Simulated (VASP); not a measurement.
Here is a VASP 6.6.1 calculation.

Contents of INCAR:

```
SYSTEM = SnSe
PREC = Accurate
ENCUT = 520
EDIFF = 1E-6
ISMEAR = -1
SIGMA = 0.02
LREAL = .FALSE.
LASPH = .TRUE.
NELM = 80
ALGO = Normal
ISIF = 2
LWAVE = .FALSE.
LCHARG = .FALSE.
GGA = CA
NBANDS = 17
```

KPOINTS

```
regular mesh
0
G
  9 9 9
  0 0 0
```

File POSCAR:

```
SnSe
1.0
    0.0000000000      2.9693193375      2.9693193375
    2.9693193375      0.0000000000      2.9693193375
    2.9693193375      2.9693193375      0.0000000000
Sn Se
1 1
Direct
    0.0000000000      0.0000000000      0.0000000000
    0.5000000000      0.5000000000      0.5000000000
```

Potentials or basis: VASP PAW LDA potentials, release 64 (Sn_d, Se).

Command:

```sh
$ cat potpaw_LDA.64/Sn_d/POTCAR potpaw_LDA.64/Se/POTCAR > POTCAR
$ mpirun -np 1 vasp_std > vasp.out
```

**Question.** Estimate the pressure.

**Answer.** -1.1 GPa.
